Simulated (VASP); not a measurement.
# Zr (Fm-3m) in VASP: settings compared, part 2 of 2

VASP 6.6.1. Earlier steps stand in the parts before.

**4. Single point, PBE**

File INCAR:

```
SYSTEM = Zr
ALGO = Normal
EDIFF = 1E-6
ENCUT = 500
GGA = PE
GGA_COMPAT = .False.
ISIF = 2
ISMEAR = 1
LASPH = .True.
LCHARG = .False.
LREAL = .False.
LWAVE = .False.
NBANDS = 12
NELECT = 11.5
NELM = 120
PREC = Accurate
SIGMA = 0.028
```

File KPOINTS:

```
k-points
0
Gamma
  10 10 10
  0 0 0
```

File POSCAR:

```
Zr
1.0
    0.0000000000      2.2646202716      2.2646202716
    2.2646202716      0.0000000000      2.2646202716
    2.2646202716      2.2646202716      0.0000000000
Zr
1
Direct
    0.0000000000      0.0000000000      0.0000000000
```

Potentials or basis: VASP PAW PBE potentials, release 64 (Zr_sv).

The run is started by

```sh
cat potpaw_PBE.64/Zr_sv/POTCAR > POTCAR
mpirun -np 1 vasp_std > vasp.out
```

OUTCAR:

```text
SYSTEM = Zr
   EDIFF = 1E-6
   ENCUT = 500
   GGA = PE
   ISIF = 2
   ISMEAR = 1
   LASPH = .True.
   LREAL = .False.
   NELECT = 11.5
   NELM = 120
   PREC = Accurate

 ion  position               nearest neighbor table
   1  0.000  0.000  0.000-

  LATTYP: Found a face centered cubic cell.
 ALAT       =     4.5292405432

  Lattice vectors:

 A1 = (   0.0000000000,   2.2646202716,   2.2646202716)
 A2 = (   2.2646202716,   0.0000000000,   2.2646202716)
 A3 = (   2.2646202716,   2.2646202716,   0.0000000000)

Analysis of symmetry for initial positions (statically):
=====================================================================
 Subroutine PRICEL returns:
 Original cell was already a primitive cell.

 Routine SETGRP: Setting up the symmetry group for a
 face centered cubic supercell.

 Subroutine GETGRP returns: Found 48 space group operations
 (whereof 48 operations were pure point group operations)
 out of a pool of 48 trial point group operations.

The static configuration has the point symmetry O_h .

Analysis of symmetry for dynamics (positions and initial velocities):
=====================================================================
 Subroutine PRICEL returns:
 Original cell was already a primitive cell.

 Routine SETGRP: Setting up the symmetry group for a
 face centered cubic supercell.

 Subroutine GETGRP returns: Found 48 space group operations
 (whereof 48 operations were pure point group operations)
 out of a pool of 48 trial point group operations.

The dynamic configuration has the point symmetry O_h .

 Subroutine INISYM returns: Found 48 space group operations
 (whereof 48 operations are pure point group operations),
 and found     1 'primitive' translations

----------------------------------------------------------------------------------------

[... 109 lines left out ...]
     AMIX     =   0.40;   BMIX     =  1.00
     AMIX_MAG =   1.60;   BMIX_MAG =  1.00
  volume/ion in A,a.u.               =      23.23       156.75
  Fermi-wavevector in a.u.,A,eV,Ry     =   1.295096  2.447377 22.820703  1.677274
  Thomas-Fermi vector in A             =   2.426638
   LORBIT       =      0    0 simple, 1 ext, 2 COOP (PROOUT), +10 PAW based schemes
   GGA     = PE    functional components
   LHFCALC =     F    Hartree Fock is set to
   AEXX    =    0.0000 exact exchange contribution
   IVDW    =     0    specifies the selected vdW correction
   LEPSILON=     F    determine dielectric tensor
   LRPA    =     F    only Hartree local field effects (RPA)
 non-spin polarized calculation
 Methfessel and Paxton  Order N= 1 SIGMA  =   0.03
  energy-cutoff  :      500.00
  volume of cell :       23.23
 maximum number of plane-waves:       609
   NGX = 11   NGY = 11   NGZ = 11

 number of electron      11.5000000 magnetization

 Free energy of the ion-electron system (eV)
  ---------------------------------------------------
  ext. energy  EPLUGINS =         0.00000000
  ---------------------------------------------------
  free energy    TOTEN  =       -12.90427593 eV

  energy without entropy =      -12.90445192  energy(sigma->0) =      -12.90433459

 E-fermi :   8.8177     XC(G=0): -10.7943

 val. band max:        8.7984124823   @ k =   0.5000   0.2000   0.1000
 cond. band min:       8.8378329558   @ k =   0.3000   0.1000   0.0000
 fundamental gap:      0.0394204735
 Fermi energy:         8.8176811729

 k-point     1 :       0.0000    0.0000    0.0000
  band No.  band energies     occupation
      1     -39.9063      2.00000
      2     -17.4067      2.00000
      3     -17.4067      2.00000
      4     -17.4067      2.00000
      5       3.7739      2.00000
      6      10.0307      0.00000
      7      10.0307      0.00000
      8      10.0307      0.00000
      9      12.3955      0.00000
     10      12.3955      0.00000
     11      19.7602      0.00000
     12      23.9854      0.00000
[... 331 lines left out ...]
 k-point    24 :       0.4000    0.3000    0.0000
  band No.  band energies     occupation
      1     -39.7598      2.00000
      2     -18.1181      2.00000
      3     -17.6928      2.00000
      4     -17.6623      2.00000
      5       6.6215      2.00000
      6       7.5317      2.00000
      7      10.2295      0.00000
      8      12.4366      0.00000
      9      13.4547      0.00000
     10      14.0244      0.00000
     11      20.7373      0.00000
     12      21.8564      0.00000

 [... further k-points ...]
[... 5 lines left out ...]
  --------------------------------------------------------------------------------------
  -------------------------------------------------------------------------------------
  Total       -5.5342580     -5.5342580     -5.5342580     -0.0000000      0.0000000      0.0000000
  in kB     -381.7278207   -381.7278207   -381.7278207     -0.0000000      0.0000000      0.0000000
  external PRESSURE =    -381.7278207 kB  Pullay stress =       0.0000000 kB

 VOLUME and BASIS-vectors are now :
 -----------------------------------------------------------------------------
  energy-cutoff  :      500.00
  volume of cell :       23.23
      direct lattice vectors                 reciprocal lattice vectors
     0.000000000  2.264620272  2.264620272    -0.220787567  0.220787567  0.220787567
     2.264620272  0.000000000  2.264620272     0.220787567 -0.220787567  0.220787567
     2.264620272  2.264620272  0.000000000     0.220787567  0.220787567 -0.220787567

 POSITION                                       TOTAL-FORCE (eV/Angst)
 -----------------------------------------------------------------------------------
      0.00000      0.00000      0.00000         0.000000      0.000000      0.000000
 -----------------------------------------------------------------------------------
    total drift:                               -0.000000      0.000000      0.000000

  FREE ENERGIE OF THE ION-ELECTRON SYSTEM (eV)
  ---------------------------------------------------
  free  energy   TOTEN  =       -12.9042759302 eV

  energy  without entropy=      -12.9044519191  energy(sigma->0) =      -12.90433459
```

stdout:

```text
POSCAR found type information on POSCAR Zr
 POSCAR found :  1 types and       1 ions
 scaLAPACK will be used
 LDA part: xc-table for (Slater+PW92), standard interpolation
 POSCAR, INCAR and KPOINTS ok, starting setup
 FFT: planning ... GRIDC
 FFT: planning ... GRID_SOFT
 FFT: planning ... GRID
 WAVECAR not read
 entering main loop
 the old and the new charge density differ
 old charge density:    12.00000 new   11.50000
    0.938E+00
```

Run time: 10 s. Hardware: 1 thread of Intel Xeon Platinum 8259CL at 2.50GHz (Skylake/Cascade Lake), shared host; peak memory 0.14 GiB.

What came out:

```
Free energy : -12.9043 eV
```

Levels at points of the mesh, in eV from the Fermi level:
```tsv
k point	band 4	band 5	band 6	band 7	band 8	band 9
(0.00, 0.00, 0.00)	-26.22	-5.04	1.21	1.21	1.21	3.58
(0.50, 0.00, 0.00)	-26.35	-2.57	1.06	1.06	1.56	5.32
(0.50, 0.50, 0.00)	-26.56	-2.59	-1.88	3.41	5.32	5.80
```

Caveat: the cell carries a net charge on a neutralising background, which shifts energy and pressure; the cell is charged against a uniform background, so pressure and absolute levels hang on convention.
